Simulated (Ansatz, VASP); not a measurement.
**One calculation of SnTe, two programs**

The input POSCAR:

```
SnTe
1.0
    0.0000000000      3.0865288906      3.0865288906
    3.0865288906      0.0000000000      3.0865288906
    3.0865288906      3.0865288906      0.0000000000
Te Sn
1 1
Direct
    0.5000000000      0.5000000000      0.5000000000
    0.0000000000      0.0000000000      0.0000000000
```

INCAR.step1

```
SYSTEM = SnTe
ALGO = Normal
EDIFF = 1E-5
ENCUT = 520
GGA = PE
ISIF = 2
ISMEAR = -1
LASPH = .TRUE.
LREAL = .FALSE.
LWAVE = .TRUE.
NBANDS = 17
NELM = 60
PREC = Accurate
SIGMA = 0.05
```

Contents of INCAR.step2:

```
SYSTEM = SnTe
AEXX = 0.25
ALGO = Normal
EDIFF = 1E-6
ENCUT = 520
GGA = PS
HFSCREEN = 0.207
ISIF = 2
ISMEAR = -1
ISTART = 1
LASPH = .TRUE.
LCHARG = .TRUE.
LELF = .TRUE.
LHFCALC = .TRUE.
LREAL = .FALSE.
LVHAR = .TRUE.
LWAVE = .FALSE.
NBANDS = 17
NELM = 60
PREC = Accurate
PRECFOCK = Normal
SIGMA = 0.05
```

The input KPOINTS:

```
k-points
0
G
  4 4 4
  0 0 0
```

The input input.yaml:

```yaml
crystal:
  lattice:
    - [0.0, 3.0865288906, 3.0865288906]
    - [3.0865288906, 0.0, 3.0865288906]
    - [3.0865288906, 3.0865288906, 0.0]
  atoms:
    - { symbol: Te, position: [0.5, 0.5, 0.5] }
    - { symbol: Sn, position: [0.0, 0.0, 0.0] }
hamiltonian:
  xc:
    exchange: hjs_pbesol
    correlation: pbesol
    exx: { coeff: 0.25, omega: 0.207 }
  pseudopotentials: { kind: paw }
kpoints:
  mp_grid: { grid: [4, 4, 4] }
scf:
  occupations: { method: fermi_dirac, width: 0.05 }
output:
  forces: true
  stress: true
  eigenvalues: true
  write_density: true
  write_potential: true
  elf: true
  volumetric_format: npy
```

Alike in both runs: task single point; functional PBEsol-based screened hybrid with a share of 0.25 of exact exchange and HFSCREEN = 0.207; k mesh 4 × 4 × 4; occupations fermi-dirac, width 0.05 eV; no spin polarisation.

|  | VASP | Ansatz |
| --- | --- | --- |
| version | VASP 6.6.1 | Ansatz 0.2.0 |
| potentials or method | VASP PAW PBE potentials, release 64 (Te, Sn_d) | Ansatz PAW |
| plane-wave cutoff (eV) | 520 | 420 |
| valence electrons in the cell | 20 | 30 |

|  | VASP | Ansatz | Ansatz less VASP |
| --- | --- | --- | --- |
| pressure (GPa) | 1.7 | 2.1 | +0.32 |

VASP's potentials were made for PBE, not for PBEsol-based screened hybrid. The functional is the same, so the differences come from potentials, cutoffs and numerics. VASP's potentials hold 20 valence electrons a cell and Ansatz's 30, so a difference there can come from the potentials and not from the codes.

The k mesh is coarse, so the values compare programs but aren't converged. Neither program's run includes spin-orbit coupling.
